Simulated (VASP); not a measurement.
# Sn2As2Se (Cmmm) in VASP: further runs

Runs on Sn2As2Se. Level: PBE. Tasks: relaxation of cell and atoms, single point.

Everything below comes from runs of VASP 6.6.1. Logs are shortened: lines on timing, memory, paths and dates and some standing lists are left out, and cuts for length are marked.

### 1 The cell of the first run

Symmetry: Cmmm, No. 65, orthorhombic system. The conventional cell has a = 4.823 Å, b = 9.837 Å, c = 6.063 Å, α = 90.00°, β = 90.00°, γ = 90.00°. Sn (site symmetry 2mm) has 2 Sn at 2.39 to 2.43 Å and 2 As at 2.46 Å within 3.2 Å. Within 3.2 Å of As (site symmetry 2/m) lie 2 As at 2.41 Å and 2 Sn at 2.46 Å. Se (site symmetry mmm) has 4 Sn at 3.26 Å and 8 As at 4.09 Å within 4.3 Å.

### 2 Relaxation of cell and atoms, PBE

Contents of INCAR:

```
ALGO = Normal
EDIFF = 1E-7
EDIFFG = -0.04
ENCUT = 600
GGA = PE
IBRION = 2
ISIF = 3
ISMEAR = 0
LASPH = True
LCHARG = False
LREAL = False
LWAVE = False
NELM = 60
NSW = 90
PREC = Accurate
SIGMA = 0.1
```

Contents of KPOINTS:

```
k-points
0
Gamma
  4 4 4
```

Contents of POSCAR:

```
Sn2As2Se
1.0
    2.4116216100     -4.9186625900      0.0000000000
    2.4116216100      4.9186625900      0.0000000000
    0.0000000000      0.0000000000      6.0634922700
Sn As Se
2 2 1
Direct
    0.7481334800      0.7481334800      0.0000000000
    0.2518665200      0.2518665200      0.0000000000
    0.0000000000      0.5000000000      0.0000000000
    0.5000000000      0.0000000000      0.0000000000
    0.5000000000      0.5000000000      0.5000000000
```

Potentials or basis: VASP PAW PBE potentials, release 64 (Sn_d, As, Se).

Started as:

```
$ cat potpaw_PBE.64/Sn_d/POTCAR potpaw_PBE.64/As/POTCAR potpaw_PBE.64/Se/POTCAR > POTCAR
$ mpirun -np 1 vasp_std > vasp.out
```

OUTCAR:

```text
EDIFF = 1E-7
   EDIFFG = -0.04
   ENCUT = 600
   GGA = PE
   IBRION = 2
   ISIF = 3
   ISMEAR = 0
   LASPH = True
   LREAL = False
   NELM = 60
   NSW = 90
   PREC = Accurate

 ion  position               nearest neighbor table
   1  0.748  0.748  0.000-   2 2.39   2 2.43   3 2.46   4 2.46   5 3.26   5 3.26
   2  0.252  0.252  0.000-   1 2.39   1 2.43   4 2.46   3 2.46   5 3.26   5 3.26
   3  0.000  0.500  0.000-   4 2.41   4 2.41   1 2.46   2 2.46
   4  0.500  0.000  0.000-   3 2.41   3 2.41   1 2.46   2 2.46
   5  0.500  0.500  0.500-   1 3.26   2 3.26   1 3.26   2 3.26

  LATTYP: Found a base centered orthorhombic cell.
 ALAT       =     4.8232432200
 B/A-ratio  =     2.0395664766
 C/A-ratio  =     1.2571400598

  Lattice vectors:

 A1 = (   2.4116216100,  -4.9186625900,   0.0000000000)
 A2 = (   2.4116216100,   4.9186625900,   0.0000000000)
 A3 = (   0.0000000000,   0.0000000000,   6.0634922700)

Analysis of symmetry for initial positions (statically):
=====================================================================
 Subroutine PRICEL returns:
 Original cell was already a primitive cell.

 Routine SETGRP: Setting up the symmetry group for a
 base centered orthorhombic supercell.

 Subroutine GETGRP returns: Found  8 space group operations
 (whereof  8 operations were pure point group operations)
 out of a pool of  8 trial point group operations.

The static configuration has the point symmetry D_2h.

Analysis of symmetry for dynamics (positions and initial velocities):
=====================================================================
 Subroutine PRICEL returns:
 Original cell was already a primitive cell.

 Routine SETGRP: Setting up the symmetry group for a
 base centered orthorhombic supercell.

 Subroutine GETGRP returns: Found  8 space group operations
 (whereof  8 operations were pure point group operations)
 out of a pool of  8 trial point group operations.

The dynamic configuration has the point symmetry D_2h.

 Subroutine INISYM returns: Found  8 space group operations
 (whereof  8 operations are pure point group operations),
 and found     1 'primitive' translations

----------------------------------------------------------------------------------------

                                     Primitive cell

  volume of cell :     143.8497

  direct lattice vectors                    reciprocal lattice vectors
     2.411621610 -4.918662590  0.000000000     0.207329375 -0.101653649  0.000000000
     2.411621610  4.918662590  0.000000000     0.207329375  0.101653649  0.000000000
     0.000000000  0.000000000  6.063492270     0.000000000  0.000000000  0.164921460

  length of vectors
     5.478061743  5.478061743  6.063492270     0.230908930  0.230908930  0.164921460

  position of ions in fractional coordinates (direct lattice)
     0.748133480  0.748133480  0.000000000
     0.251866520  0.251866520  0.000000000
     0.000000000  0.500000000  0.000000000
     0.500000000  0.000000000  0.000000000
     0.500000000  0.500000000  0.500000000

  ion indices of the primitive-cell ions
   primitive index   ion index
                 1           1
                 2           2
                 3           3
                 4           4
                 5           5

----------------------------------------------------------------------------------------

 KPOINTS: k-points

Automatic generation of k-mesh.
 Grid dimensions read from file:
 generate k-points for:    4    4    4

 Generating k-lattice:

  Cartesian coordinates                     Fractional coordinates (reciprocal lattice)
     0.051832344 -0.025413412  0.000000000     0.250000000  0.000000000  0.000000000
     0.051832344  0.025413412  0.000000000     0.000000000  0.250000000  0.000000000
     0.000000000  0.000000000  0.041230365     0.000000000  0.000000000  0.250000000

  Length of vectors
     0.057727232  0.057727232  0.041230365

  Shift w.r.t. Gamma in fractional coordinates (k-lattice)
     0.000000000  0.000000000  0.000000000

 Subroutine IBZKPT returns following result:
 ===========================================

 Found     21 irreducible k-points:

 Following reciprocal coordinates:
            Coordinates               Weight
  0.000000  0.000000  0.000000      1.000000
  0.250000 -0.000000  0.000000      4.000000
  0.500000 -0.000000  0.000000      2.000000
  0.250000  0.250000  0.000000      2.000000
  0.500000  0.250000  0.000000      4.000000
 -0.250000  0.250000  0.000000      2.000000
[... 13 lines left out ...]
 -0.250000  0.250000  0.500000      2.000000
  0.500000  0.500000  0.500000      1.000000
   k-points           NKPTS =     21   k-points in BZ     NKDIM =     21   number of bands    NBANDS=     26
   number of dos      NEDOS =    301   number of ions     NIONS =      5
   total plane-waves  NPLWV = 110592
   dimension x,y,z NGX =    48 NGY =   48 NGZ =   48
   dimension x,y,z NGXF=    96 NGYF=   96 NGZF=   96
   ions per type =               2   2   1
   NGX,Y,Z   is equivalent  to a cutoff of  14.57, 14.57, 13.16 a.u.
   NGXF,Y,Z  is equivalent  to a cutoff of  29.13, 29.13, 26.32 a.u.
 SYSTEM =  unknown system
   PREC   = accura    normal or accurate (medium, high low for compatibility)
   ISTART =      0    job   : 0-new  1-cont  2-samecut
   ICHARG =      2    charge: 1-file 2-atom 10-const
   ISPIN  =      1    spin polarized calculation?
   LNONCOLLINEAR =      F non collinear calculations
   LSORBIT =      F    spin-orbit coupling
   LASPH  =      T    aspherical Exc in radial PAW
   ENCUT  =  600.0 eV  44.10 Ry    6.64 a.u.  10.94 10.94 12.11*2*pi/ulx,y,z
   NELM   =     60;   NELMIN=  2; NELMDL= -5     # of ELM steps
   EDIFF  = 0.1E-06   stopping-criterion for ELM
   LREAL  =      F    real-space projection
   EDIFFG = -.4E-01   stopping-criterion for IOM
   NSW    =     90    number of steps for IOM
   IBRION =      2    ionic relax: 0-MD 1-quasi-New 2-CG
   NFREE  =      1    steps in history (QN), initial steepest desc. (CG)
   ISIF   =      3    stress and relaxation
   ISYM   =      2    0-nonsym 1-usesym 2-fastsym
   POTIM  = 0.5000    time-step for ionic-motion
   TEBEG  =    0.0;   TEEND  =   0.0 temperature during run
   PSTRESS=    0.0 pullay stress
   NELECT =      44.0000    total number of electrons
   NUPDOWN=      -1.0000    fix difference up-down
   EMIN   =  10.00;   EMAX   =-10.00  energy-range for DOS
   EFERMI =   0.00;   METHOD = LEGACY
   ISMEAR =     0;   SIGMA  =   0.10  broadening in eV -4-tet -1-fermi 0-gaus
   EFERMI_NEDOS =   21; number of points for ismear=-14 and -15
   IALGO  =     38    algorithm
   IMIX   =      4    mixing-type and parameters
     AMIX     =   0.40;   BMIX     =  1.00
     AMIX_MAG =   1.60;   BMIX_MAG =  1.00
  volume/ion in A,a.u.               =      28.77       194.15
  Fermi-wavevector in a.u.,A,eV,Ry     =   1.103035  2.084434 16.554028  1.216687
  Thomas-Fermi vector in A             =   2.239487
   LORBIT       =      0    0 simple, 1 ext, 2 COOP (PROOUT), +10 PAW based schemes
   GGA     = PE    functional components
   LHFCALC =     F    Hartree Fock is set to
   AEXX    =    0.0000 exact exchange contribution
   IVDW    =     0    specifies the selected vdW correction
   LEPSILON=     F    determine dielectric tensor
   LRPA    =     F    only Hartree local field effects (RPA)
 conjugate gradient relaxation of ions
 non-spin polarized calculation
 Gauss-broadening in eV      SIGMA  =   0.10
  energy-cutoff  :      600.00
  volume of cell :      143.85
 maximum number of plane-waves:      4816
 NGX is ok and might be reduce to    48
   NGX = 21   NGY = 21   NGZ = 25

--------------------------------------- Ionic step        1  -------------------------------------------

 number of electron      44.0000013 magnetization

 Free energy of the ion-electron system (eV)
  ---------------------------------------------------
  ext. energy  EPLUGINS =         0.00000000
  ---------------------------------------------------
  free energy    TOTEN  =       -14.49345399 eV

  energy without entropy =      -14.47737376  energy(sigma->0) =      -14.48541388

------------------------ aborting loop because EDIFF is reached ----------------------------------------

  FORCE on cell =-STRESS in cart. coord.  units (eV):
  Direction    XX          YY          ZZ          XY          YZ          ZX
  --------------------------------------------------------------------------------------
  -------------------------------------------------------------------------------------
  Total       29.5669598     29.9593566     -5.8100714     -0.0000000      0.0000000      0.0000000
  in kB      329.3125114    333.6829693    -64.7117328     -0.0000000      0.0000000      0.0000000
  external PRESSURE =     199.4279160 kB  Pullay stress =       0.0000000 kB
[... 98 lines left out ...]
  FREE ENERGIE OF THE ION-ELECTRON SYSTEM (eV)
  ---------------------------------------------------
  free  energy   TOTEN  =       -18.0633666271 eV

  energy  without entropy=      -18.0381774324  energy(sigma->0) =      -18.05077203

[... ionic steps 4 to 8 ...]

--------------------------------------- Ionic step        9  -------------------------------------------

 number of electron      43.9999991 magnetization

------------------------ aborting loop because EDIFF is reached ----------------------------------------

  FORCE on cell =-STRESS in cart. coord.  units (eV):
  Direction    XX          YY          ZZ          XY          YZ          ZX
  --------------------------------------------------------------------------------------
  -------------------------------------------------------------------------------------
  Total       -0.0679917     -0.2469874      0.1557203      0.0000000      0.0000000      0.0000000
  in kB       -0.6767693     -2.4584404      1.5499947      0.0000000      0.0000000      0.0000000
  external PRESSURE =      -0.5284050 kB  Pullay stress =       0.0000000 kB
[... 63 lines left out ...]
  energy  without entropy=      -18.6533616059  energy(sigma->0) =      -18.66572041

--------------------------------------- Ionic step       11  -------------------------------------------

 number of electron      43.9999990 magnetization

 Free energy of the ion-electron system (eV)
  ---------------------------------------------------
  ext. energy  EPLUGINS =         0.00000000
  ---------------------------------------------------
  free energy    TOTEN  =       -18.67862681 eV

  energy without entropy =      -18.65525897  energy(sigma->0) =      -18.66694289

 E-fermi :   3.1620     XC(G=0):  -8.4425

 val. band max:        3.1249728685   @ k =   0.5000   0.5000   0.5000
 cond. band min:       3.1686461289   @ k =   0.5000  -0.0000   0.2500
 fundamental gap:      0.0436732603
 Fermi energy:         3.1619948023

 k-point     1 :       0.0000    0.0000    0.0000
  band No.  band energies     occupation
      1     -18.7470      2.00000
      2     -18.5301      2.00000
      3     -18.4732      2.00000
      4     -18.4304      2.00000
      5     -18.3926      2.00000
      6     -18.3857      2.00000
[... 630 lines left out ...]
  FREE ENERGIE OF THE ION-ELECTRON SYSTEM (eV)
  ---------------------------------------------------
  free  energy   TOTEN  =       -18.6786268066 eV

  energy  without entropy=      -18.6552589656  energy(sigma->0) =      -18.66694289

 reached required accuracy - stopping structural energy minimisation
```

It took 10 min on 1 thread of AMD EPYC 9R45 (Zen 5), shared host; peak memory 0.37 GiB.

Results:

| Item | Value |
| --- | --- |
| Free energy | -18.6786 eV |
| Relaxed volume | 32.15 Å³/atom |
| Relaxed cell | a = 6.289 Å, b = 6.289 Å, c = 5.050 Å, α = 90.00°, β = 90.00°, γ = 126.40° |
| Space group after relaxing (to 0.05 Å) | Cmmm (No. 65) |
| Energy gained by relaxing | 837.0 meV/atom |
| Ionic steps | 11 |
| Pressure after relaxing | 0.0 GPa |
| Band gap on the k mesh | zero (band 22 reaches 3.70 eV, above the bottom of band 23 at 3.03 eV) |

Stress tensor (GPa, compression positive):
```
 0.08  0.00  0.00
 0.00 -0.05  0.00
 0.00  0.00  0.05
```

Step by step:
| step | energy change (eV) | largest force (eV/Å) | pressure (GPa) | volume (Å³) |
| --- | --- | --- | --- | --- |
| 1 | 0.0000 | 0.3472 | 19.94 | 143.85 |
| 2 | -2.5588 | 0.5943 | -6.04 | 224.97 |
| 3 | -3.5699 | 0.3716 | -2.42 | 185.44 |
| 4 | -3.9613 | 0.1400 | -1.68 | 174.47 |
| 5 | -4.1335 | 0.5626 | -0.59 | 165.89 |
| 6 | -3.7835 | 1.8524 | 4.29 | 148.56 |
| 7 | -4.1520 | 0.7131 | -0.12 | 163.17 |
| 8 | -4.1536 | 0.7674 | 0.07 | 162.20 |
| 9 | -4.1846 | 0.0053 | -0.05 | 160.96 |
| 10 | -4.1846 | 0.0295 | -0.05 | 161.01 |
| 11 | -4.1852 | 0.0003 | 0.02 | 160.76 |

Final structure:
```
Sn As Se
1.0
     2.83559   -5.61306    0.00000
     2.83559    5.61306    0.00000
     0.00000    0.00000    5.05007
Sn As Se
2 2 1
Direct
  0.75113 0.75113 0.00000
  0.24887 0.24887 0.00000
  0.00000 0.50000 0.00000
  0.50000 0.00000 0.00000
  0.50000 0.50000 0.50000
```

Caveat: the k points lie up to 0.31 Å⁻¹ apart in the final cell; spin-orbit coupling is left out, which moves the levels of the heavy elements.

### 3 Single point, PBE

This run uses another cell than the first one, of 32.11 Å³/atom, 1.116 times its volume.

Contents of INCAR:

```
SYSTEM = Sn2As2Se
PREC = Accurate
ENCUT = 520
EDIFF = 1E-6
ISMEAR = 0
SIGMA = 0.1
LREAL = .False.
LASPH = .True.
NELM = 60
ALGO = Normal
ISIF = 2
LWAVE = .False.
LCHARG = .False.
GGA = PE
NBANDS = 30
```

Contents of KPOINTS:

```
regular mesh
0
Gamma
  8 8 8
  0 0 0
```

Contents of POSCAR:

```
Sn2As2Se
1.0
    2.8420216153     -5.6399614020      0.0000000000
    2.8420216153      5.6399614020      0.0000000000
    0.0000000000      0.0000000000      5.0074025607
Sn As Se
2 2 1
Direct
    0.7517112157      0.7517112157      0.0000000000
    0.2482887843      0.2482887843      0.0000000000
    0.0000000000      0.5000000000      0.0000000000
    0.5000000000      0.0000000000      0.0000000000
    0.5000000000      0.5000000000      0.5000000000
```

Potentials or basis: VASP PAW PBE potentials, release 64 (Sn_d, As, Se).

Started as:

```
$ cat potpaw_PBE.64/Sn_d/POTCAR potpaw_PBE.64/As/POTCAR potpaw_PBE.64/Se/POTCAR > POTCAR
$ mpirun -np 1 vasp_std > vasp.out
```

Wall time 4.7 min (1 thread of AMD EPYC 9R45 (Zen 5), shared host); peak memory 0.6 GiB.

It converged, with:

| Quantity | Value |
| --- | --- |
| Free energy | -18.7973 eV |
| Pressure | 0.0 GPa |
| Band gap on the k mesh | zero (band 22 reaches 3.79 eV, above the bottom of band 23 at 2.75 eV) |

Forces in eV/Å, atoms in the order of the input:
```
Sn   0.002  0.000  0.000
Sn  -0.002  0.000  0.000
As   0.000  0.000  0.000
As   0.000  0.000  0.000
Se   0.000  0.000  0.000
```

Levels at points of the mesh, in eV from the Fermi level:
| k point | band 18 | band 19 | band 20 | band 21 | band 22 | band 23 | band 24 | band 25 | band 26 | band 27 |
| --- | --- | --- | --- | --- | --- | --- | --- | --- | --- | --- |
| (0.00, 0.00, 0.00) | -3.75 | -2.92 | -0.86 | -0.81 | -0.71 | 1.05 | 1.96 | 3.24 | 3.51 | 3.79 |
| (0.50, 0.00, 0.00) | -1.85 | -1.63 | -0.91 | -0.45 | -0.16 | -0.08 | 0.12 | 1.03 | 2.83 | 3.45 |
| (0.50, 0.50, 0.00) | -2.02 | -1.83 | -1.70 | -1.28 | 0.00 | 0.08 | 0.39 | 1.33 | 2.92 | 3.18 |
| (0.00, 0.00, 0.50) | -3.65 | -2.91 | -2.21 | -1.56 | 0.52 | 0.97 | 1.44 | 2.66 | 4.02 | 5.14 |
| (0.50, 0.00, 0.50) | -2.00 | -1.87 | -1.05 | -0.16 | -0.06 | 0.08 | 0.79 | 2.45 | 2.80 | 3.17 |
| (0.50, 0.50, 0.50) | -2.77 | -2.58 | -1.95 | -0.32 | -0.14 | -0.07 | 0.59 | 0.87 | 2.07 | 4.33 |

Caveat: spin-orbit coupling is left out, which moves the levels of the heavy elements.
